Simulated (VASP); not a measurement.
Input of a VASP 6.6.1 run:

INCAR

```
SYSTEM = Hg
PREC     = Accurate       ! precision mode
ENCUT    = 520            ! plane-wave cutoff, eV
EDIFF    = 1E-6           ! SCF threshold, eV
ISMEAR   = 0              ! smearing method
SIGMA    = 0.15           ! smearing width, eV
LREAL    = .FALSE.        ! projectors in reciprocal space
LASPH    = .TRUE.         ! aspherical terms in the spheres
NELM     = 60             ! most SCF steps
ALGO     = Fast           ! electronic algorithm
ISIF     = 2              ! what is computed and relaxed
LWAVE    = .FALSE.        ! write WAVECAR
LCHARG   = .FALSE.        ! write CHGCAR
GGA      = PE             ! functional
NBANDS   = 12             ! bands
```

Contents of KPOINTS:

```
regular mesh
0
G
  18 18 18
  0 0 0
```

Contents of POSCAR:

```
Hg
1.0
    1.8684004917      1.0787215269      2.2340000000
   -1.8684004917      1.0787215269      2.2340000000
    0.0000000000     -2.1574430537      2.2340000000
Hg
1
Direct
    0.0000000000      0.0000000000      0.0000000000
```

Potentials or basis: VASP PAW PBE potentials, release 64 (Hg).

Command:

```sh
$ cat potpaw_PBE.64/Hg/POTCAR > POTCAR
$ mpirun -np 1 vasp_std > vasp.out
```

(1) Estimate the pressure.

(2) Predict the band gap on the k mesh.

Answers

(1) 1.1 GPa.

(2) zero (bands 6 and 7 overlap by 2.79 eV).

Caveat: the cell differs from its parent crystal (strain +0.080 along x and y, +0.000 along z); spin-orbit coupling is left out, which moves the levels of the heavy elements.
